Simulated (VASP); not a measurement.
A run of VASP 6.6.1 is set up as follows.

The input INCAR:

```
  ALGO = Normal
  EDIFF = 1E-6
  ENCUT = 520
  GGA = PE
  ISIF = 2
  ISMEAR = -1
  LASPH = True
  LCHARG = False
  LREAL = False
  LWAVE = False
  NBANDS = 8
  NELM = 80
  PREC = Accurate
  SIGMA = 0.08
```

File KPOINTS:

```
k-points
0
Gamma
  15 15 15
```

POSCAR

```
Sb
1.0
    0.0000000000      2.2227421678      2.2227421678
    2.2227421678      0.0000000000      2.2227421678
    2.2227421678      2.2227421678      0.0000000000
Sb
1
Direct
    0.0000000000      0.0000000000      0.0000000000
```

Potentials or basis: VASP PAW PBE potentials, release 64 (Sb).

Launch:

```bash
$ cat potpaw_PBE.64/Sb/POTCAR > POTCAR
$ mpirun -np 1 vasp_std > vasp.out
```

**Question.** Predict the pressure.

**Answer.** 22.0 GPa.
